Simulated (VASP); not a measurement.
# Ir (Fm-3m) in VASP: a series of runs

Aim: see how the results for Ir move with the level of theory and the settings. Levels: PBE+D3(BJ), PBEsol. Tasks: single point.

Everything below comes from runs of VASP 6.6.1. Logs are shortened: lines on timing, memory, paths and dates and some standing lists are left out, and cuts for length are marked.

## Step 1: The cell of the first run

It takes space group Fm-3m (No. 225, cubic). Conventional cell: a = 3.839 Å, b = 3.839 Å, c = 3.839 Å, α = 90.00°, β = 90.00°, γ = 90.00°. Within 3.6 Å of Ir (site symmetry m-3m) lie 12 Ir at 2.71 Å.

## Step 2: Single point, PBE+D3(BJ)

INCAR reads:

```
PREC = Accurate
ENCUT = 520
EDIFF = 1E-6
ISMEAR = -1
SIGMA = 0.05
LREAL = F
LASPH = T
NELM = 100
ALGO = Normal
ISIF = 2
LWAVE = F
LCHARG = F
GGA = PE
IVDW = 12
NBANDS = 10
```

KPOINTS reads:

```
regular mesh
0
Gamma
  12 12 12
```

POSCAR reads:

```
Ir
1.0
    0.0000000000      1.9195656358      1.9195656358
    1.9195656358      0.0000000000      1.9195656358
    1.9195656358      1.9195656358      0.0000000000
Ir
1
Direct
    0.0000000000      0.0000000000      0.0000000000
```

Potentials or basis: VASP PAW PBE potentials, release 64 (Ir).

Command:

```
$ cat potpaw_PBE.64/Ir/POTCAR > POTCAR
$ mpirun -np 1 vasp_std > vasp.out
```

OUTCAR:

```text
PREC = Accurate
   ENCUT = 520
   EDIFF = 1E-6
   ISMEAR = -1
   LREAL = F
   LASPH = T
   NELM = 100
   ISIF = 2
   GGA = PE
   IVDW = 12
 IVDW          = 12

 ion  position               nearest neighbor table
   1  0.000  0.000  0.000-

  LATTYP: Found a face centered cubic cell.
 ALAT       =     3.8391312716

  Lattice vectors:

 A1 = (   0.0000000000,   1.9195656358,   1.9195656358)
 A2 = (   1.9195656358,   0.0000000000,   1.9195656358)
 A3 = (   1.9195656358,   1.9195656358,   0.0000000000)

Analysis of symmetry for initial positions (statically):
[... 5 lines left out ...]
 face centered cubic supercell.

 Subroutine GETGRP returns: Found 48 space group operations
 (whereof 48 operations were pure point group operations)
 out of a pool of 48 trial point group operations.

The static configuration has the point symmetry O_h .

Analysis of symmetry for dynamics (positions and initial velocities):
[... 5 lines left out ...]
 face centered cubic supercell.

 Subroutine GETGRP returns: Found 48 space group operations
 (whereof 48 operations were pure point group operations)
 out of a pool of 48 trial point group operations.

The dynamic configuration has the point symmetry O_h .

 Subroutine INISYM returns: Found 48 space group operations
 (whereof 48 operations are pure point group operations),
 and found     1 'primitive' translations

----------------------------------------------------------------------------------------

                                     Primitive cell

  volume of cell :      14.1462

  direct lattice vectors                    reciprocal lattice vectors
     0.000000000  1.919565636  1.919565636    -0.260475594  0.260475594  0.260475594
     1.919565636  0.000000000  1.919565636     0.260475594 -0.260475594  0.260475594
     1.919565636  1.919565636  0.000000000     0.260475594  0.260475594 -0.260475594

  length of vectors
     2.714675756  2.714675756  2.714675756     0.451156964  0.451156964  0.451156964

  position of ions in fractional coordinates (direct lattice)
     0.000000000  0.000000000  0.000000000

  ion indices of the primitive-cell ions
   primitive index   ion index
                 1           1

----------------------------------------------------------------------------------------

 KPOINTS: regular mesh

Automatic generation of k-mesh.
 Grid dimensions read from file:
 generate k-points for:   12   12   12

 Generating k-lattice:

  Cartesian coordinates                     Fractional coordinates (reciprocal lattice)
    -0.021706300  0.021706300  0.021706300     0.083333333  0.000000000  0.000000000
     0.021706300 -0.021706300  0.021706300     0.000000000  0.083333333  0.000000000
     0.021706300  0.021706300 -0.021706300     0.000000000  0.000000000  0.083333333

  Length of vectors
     0.037596414  0.037596414  0.037596414

  Shift w.r.t. Gamma in fractional coordinates (k-lattice)
     0.000000000  0.000000000  0.000000000

 Subroutine IBZKPT returns following result:
 ===========================================

 Found     72 irreducible k-points:

 Following reciprocal coordinates:
            Coordinates               Weight
  0.000000  0.000000  0.000000      1.000000
  0.083333  0.000000  0.000000      8.000000
  0.166667  0.000000  0.000000      8.000000
  0.250000  0.000000  0.000000      8.000000
  0.333333  0.000000  0.000000      8.000000
  0.416667  0.000000  0.000000      8.000000
[... 16 lines left out ...]
  0.500000  0.166667  0.000000     24.000000
 -0.416667  0.166667  0.000000     24.000000
 [... further k-points ...]
   k-points           NKPTS =     72   k-points in BZ     NKDIM =     72   number of bands    NBANDS=     10
   number of dos      NEDOS =    301   number of ions     NIONS =      1
   total plane-waves  NPLWV =   8000
   dimension x,y,z NGX =    20 NGY =   20 NGZ =   20
   dimension x,y,z NGXF=    40 NGYF=   40 NGZF=   40
   ions per type =               1
   NGX,Y,Z   is equivalent  to a cutoff of  12.25, 12.25, 12.25 a.u.
   NGXF,Y,Z  is equivalent  to a cutoff of  24.50, 24.50, 24.50 a.u.
 SYSTEM =  unknown system
   PREC   = accura    normal or accurate (medium, high low for compatibility)
   ISTART =      0    job   : 0-new  1-cont  2-samecut
   ICHARG =      2    charge: 1-file 2-atom 10-const
   ISPIN  =      1    spin polarized calculation?
   LNONCOLLINEAR =      F non collinear calculations
   LSORBIT =      F    spin-orbit coupling
   LASPH  =      T    aspherical Exc in radial PAW
   ENCUT  =  520.0 eV  38.22 Ry    6.18 a.u.   5.05  5.05  5.05*2*pi/ulx,y,z
   NELM   =    100;   NELMIN=  2; NELMDL= -5     # of ELM steps
   EDIFF  = 0.1E-05   stopping-criterion for ELM
   LREAL  =      F    real-space projection
   EDIFFG = 0.1E-04   stopping-criterion for IOM
   NSW    =      0    number of steps for IOM
   IBRION =     -1    ionic relax: 0-MD 1-quasi-New 2-CG
   NFREE  =      0    steps in history (QN), initial steepest desc. (CG)
   ISIF   =      2    stress and relaxation
   ISYM   =      2    0-nonsym 1-usesym 2-fastsym
   POTIM  = 0.5000    time-step for ionic-motion
   TEBEG  =    0.0;   TEEND  =   0.0 temperature during run
   PSTRESS=    0.0 pullay stress
   NELECT =       9.0000    total number of electrons
   NUPDOWN=      -1.0000    fix difference up-down
   EMIN   =  10.00;   EMAX   =-10.00  energy-range for DOS
[... 5 lines left out ...]
     AMIX     =   0.40;   BMIX     =  1.00
     AMIX_MAG =   1.60;   BMIX_MAG =  1.00
  volume/ion in A,a.u.               =      14.15        95.46
  Fermi-wavevector in a.u.,A,eV,Ry     =   1.408022  2.660775 26.973894  1.982525
  Thomas-Fermi vector in A             =   2.530222
   LORBIT       =      0    0 simple, 1 ext, 2 COOP (PROOUT), +10 PAW based schemes
   GGA     = PE    functional components
   LHFCALC =     F    Hartree Fock is set to
   AEXX    =    0.0000 exact exchange contribution
   IVDW    =    12    specifies the selected vdW correction
   LEPSILON=     F    determine dielectric tensor
   LRPA    =     F    only Hartree local field effects (RPA)
 non-spin polarized calculation
  energy-cutoff  :      520.00
  volume of cell :       14.15
 maximum number of plane-waves:       392
   NGX =  9   NGY =  9   NGZ =  9

 number of electron       9.0000000 magnetization

 Free energy of the ion-electron system (eV)
  ---------------------------------------------------
  ext. energy  EPLUGINS =         0.00000000
  ---------------------------------------------------
  free energy    TOTEN  =        -8.85949810 eV

  energy without entropy =       -8.85472444  energy(sigma->0) =       -8.85711127

 E-fermi :  10.4378     XC(G=0): -13.9893

 val. band max:       10.4201006513   @ k =  -0.3333   0.3333   0.0000
 cond. band min:      10.4381988946   @ k =  -0.2500   0.0833   0.0000
 fundamental gap:      0.0180982432
 Fermi energy:        10.4377828512

 k-point     1 :       0.0000    0.0000    0.0000
  band No.  band energies     occupation
      1      -0.7127      2.00000
      2       6.5198      2.00000
      3       6.5198      2.00000
      4       6.5198      2.00000
      5       9.2063      2.00000
      6       9.2063      2.00000
      7      24.7363      0.00000
      8      30.3185      0.00000
      9      30.3185      0.00000
     10      30.3185      0.00000

 k-point     2 :       0.0833    0.0000    0.0000
  band No.  band energies     occupation
      1      -0.4064      2.00000
      2       6.3609      2.00000
      3       6.6497      2.00000
      4       6.6497      2.00000
      5       9.1256      2.00000
      6       9.1256      2.00000
      7      25.2594      0.00000
      8      28.8746      0.00000
      9      30.8231      0.00000
     10      30.8231      0.00000

 k-point     3 :       0.1667    0.0000    0.0000
  band No.  band energies     occupation
      1       0.4345      2.00000
      2       6.0412      2.00000
      3       6.9134      2.00000
      4       6.9134      2.00000
      5       9.0496      2.00000
      6       9.0496      2.00000
      7      26.3215      0.00000
      8      26.7462      0.00000
      9      32.2315      0.00000
     10      32.2315      0.00000

 k-point     4 :       0.2500    0.0000    0.0000
  band No.  band energies     occupation
      1       1.4958      2.00000
      2       6.0106      2.00000
      3       6.9617      2.00000
      4       6.9617      2.00000
      5       9.3891      2.00000
      6       9.3891      2.00000
      7      24.1959      0.00000
      8      27.1816      0.00000
      9      34.1125      0.00000
     10      34.1127      0.00000

 k-point     5 :       0.3333    0.0000    0.0000
  band No.  band energies     occupation
      1       2.1704      2.00000
      2       6.7373      2.00000
      3       6.7373      2.00000
      4       6.9046      2.00000
      5      10.1778      1.98903
      6      10.1778      1.98903
      7      21.6877      0.00000
      8      25.9162      0.00000
      9      33.0075      0.00000
     10      33.0075      0.00000

 k-point     6 :       0.4167    0.0000    0.0000
  band No.  band energies     occupation
      1       2.3119      2.00000
      2       6.5043      2.00000
      3       6.5043      2.00000
      4       8.6055      2.00000
      5      10.9672      0.00005
      6      10.9672      0.00005
      7      19.0425      0.00000
      8      24.6853      0.00000
      9      30.9696      0.00000
     10      30.9696      0.00000

 k-point     7 :       0.5000    0.0000    0.0000
  band No.  band energies     occupation
      1       2.3067      2.00000
      2       6.4133      2.00000
      3       6.4133      2.00000
      4       9.6455      2.00000
      5      11.3009      0.00000
      6      11.3009      0.00000
      7      17.6722      0.00000
      8      24.2761      0.00000
      9      30.2004      0.00000
     10      30.2004      0.00000

 k-point     8 :       0.0833    0.0833    0.0000
  band No.  band energies     occupation
      1      -0.3032      2.00000
      2       6.2108      2.00000
      3       6.7520      2.00000
      4       6.7520      2.00000
      5       8.8506      2.00000
      6       9.3273      2.00000
      7      25.4456      0.00000
      8      29.2894      0.00000
      9      30.4667      0.00000
     10      30.4667      0.00000

 k-point     9 :       0.1667    0.0833    0.0000
  band No.  band energies     occupation
      1       0.3679      2.00000
      2       5.8716      2.00000
      3       7.0201      2.00000
      4       7.0419      2.00000
      5       8.5487      2.00000
      6       9.4284      2.00000
      7      26.5085      0.00000
      8      27.5522      0.00000
      9      30.9698      0.00000
     10      31.6109      0.00000
[... 118 lines left out ...]
 k-point    19 :       0.1667    0.1667    0.0000
  band No.  band energies     occupation
      1       0.8326      2.00000
      2       5.4476      2.00000
      3       7.4362      2.00000
      4       7.4362      2.00000
      5       7.9987      2.00000
      6       9.6686      2.00000
      7      27.3590      0.00000
      8      28.3870      0.00000
      9      30.3427      0.00000
     10      30.3427      0.00000

 k-point    20 :       0.2500    0.1667    0.0000
  band No.  band energies     occupation
      1       1.7093      2.00000
      2       5.0597      2.00000
      3       7.1948      2.00000
      4       7.8050      2.00000
      5       8.4287      2.00000
      6       9.9733      1.99982
      7      26.8532      0.00000
      8      28.5323      0.00000
      9      30.0066      0.00000
     10      30.6880      0.00000

 k-point    21 :       0.3333    0.1667    0.0000
  band No.  band energies     occupation
      1       2.6558      2.00000
      2       5.0199      2.00000
      3       6.5823      2.00000
      4       7.8221      2.00000
      5       9.7606      2.00000
      6      10.5832      0.10353
      7      24.1504      0.00000
      8      27.9344      0.00000
      9      29.4299      0.00000
     10      31.2751      0.00000

 k-point    22 :       0.4167    0.1667    0.0000
  band No.  band energies     occupation
      1       3.0974      2.00000
      2       5.5964      2.00000
      3       6.2921      2.00000
      4       7.5909      2.00000
      5      11.2187      0.00000
      6      11.5661      0.00000
      7      20.8785      0.00000
      8      26.6409      0.00000
      9      28.7350      0.00000
     10      30.8625      0.00000

 k-point    23 :       0.5000    0.1667    0.0000
  band No.  band energies     occupation
      1       3.1789      2.00000
      2       5.6288      2.00000
      3       7.0809      2.00000
      4       7.3516      2.00000
      5      11.3808      0.00000
      6      13.5905      0.00000
      7      17.9750      0.00000
      8      25.9014      0.00000
      9      28.7458      0.00000
     10      29.2654      0.00000

 k-point    24 :      -0.4167    0.1667    0.0000
  band No.  band energies     occupation
      1       3.2494      2.00000
      2       5.6537      2.00000
      3       7.2390      2.00000
      4       7.4197      2.00000
      5      10.8567      0.00046
      6      14.1839      0.00000
      7      17.6553      0.00000
      8      25.7186      0.00000
      9      27.9731      0.00000
     10      29.9838      0.00000

 [... further k-points ...]

------------------------ aborting loop because EDIFF is reached ----------------------------------------

 Edisp (eV)   -0.73515

 E8    (eV) :    -0.3429

  FORCE on cell =-STRESS in cart. coord.  units (eV):
  Direction    XX          YY          ZZ          XY          YZ          ZX
  --------------------------------------------------------------------------------------
  -------------------------------------------------------------------------------------
  Total       0.05659     0.05659     0.05659     0.00000     0.00000     0.00000
  in kB       6.40904     6.40904     6.40904     0.00000     0.00000     0.00000
  external pressure =        6.41 kB  Pullay stress =        0.00 kB

 VOLUME and BASIS-vectors are now :
 -----------------------------------------------------------------------------
  energy-cutoff  :      520.00
  volume of cell :       14.15
      direct lattice vectors                 reciprocal lattice vectors
     0.000000000  1.919565636  1.919565636    -0.260475594  0.260475594  0.260475594
     1.919565636  0.000000000  1.919565636     0.260475594 -0.260475594  0.260475594
     1.919565636  1.919565636  0.000000000     0.260475594  0.260475594 -0.260475594

 POSITION                                       TOTAL-FORCE (eV/Angst)
 -----------------------------------------------------------------------------------
      0.00000      0.00000      0.00000         0.000000      0.000000      0.000000
 -----------------------------------------------------------------------------------
    total drift:                                0.000000      0.000000      0.000000

  FREE ENERGIE OF THE ION-ELECTRON SYSTEM (eV)
  ---------------------------------------------------
  free  energy   TOTEN  =        -9.5946521409 eV

  energy  without entropy=       -9.5898784806  energy(sigma->0) =       -9.59226531
```

It took 8.2 s on 1 thread of Intel Xeon Platinum 8488C (Sapphire Rapids), shared host; peak memory 0.14 GiB.

Results:

```
Free energy                : -9.5947 eV
Pressure                   : 0.6 GPa
Dispersion energy per atom : -0.735 eV
```

Caveat: spin-orbit coupling is left out, which moves the levels of the heavy elements; pairwise dispersion overbinds metals, which lowers pressure and volume.

## Step 3: Single point, PBEsol

This run uses another cell than the first one, of 14.03 Å³/atom, 0.992 times its volume.

INCAR reads:

```
SYSTEM = Ir
ALGO = Normal
EDIFF = 1E-7
ENCUT = 520
GGA = PS
ISIF = 2
ISMEAR = -1
LASPH = .True.
LCHARG = .True.
LELF = .True.
LREAL = .False.
LVHAR = .True.
LWAVE = .False.
NBANDS = 10
NELM = 60
PREC = Accurate
SIGMA = 0.05
```

KPOINTS reads:

```
k-points
0
Gamma
  12 12 12
  0 0 0
```

POSCAR reads:

```
Ir
1.0
    0.0000000000      1.9144106901      1.9144106901
    1.9144106901      0.0000000000      1.9144106901
    1.9144106901      1.9144106901      0.0000000000
Ir
1
Direct
    0.0000000000      0.0000000000      0.0000000000
```

Potentials or basis: VASP PAW PBE potentials, release 64 (Ir).

Command:

```
$ cat potpaw_PBE.64/Ir/POTCAR > POTCAR
$ mpirun -np 1 vasp_std > vasp.out
```

It took 9.8 s on 1 thread of Intel Xeon Platinum 8488C (Sapphire Rapids), shared host; peak memory 0.13 GiB.

It converged, with:

```yaml
Free_energy: -9.8407 eV
Pressure: 1.0 GPa
```

Levels at points of the mesh, in eV from the Fermi level:
| k point | band 1 | band 2 | band 3 | band 4 | band 5 | band 6 | band 7 | band 8 | band 9 |
| --- | --- | --- | --- | --- | --- | --- | --- | --- | --- |
| (0.00, 0.00, 0.00) | -11.31 | -3.99 | -3.99 | -3.99 | -1.24 | -1.24 | 14.27 | 19.89 | 19.89 |
| (0.50, 0.00, 0.00) | -8.26 | -4.09 | -4.09 | -0.88 | 0.88 | 0.88 | 7.27 | 13.80 | 19.80 |
| (0.50, 0.50, 0.00) | -8.08 | -7.49 | 0.86 | 1.46 | 1.46 | 1.61 | 10.54 | 11.67 | 11.67 |

Caveat: the PAW data sets were made with another functional, which shifts forces and pressure a little; spin-orbit coupling is left out, which moves the levels of the heavy elements.
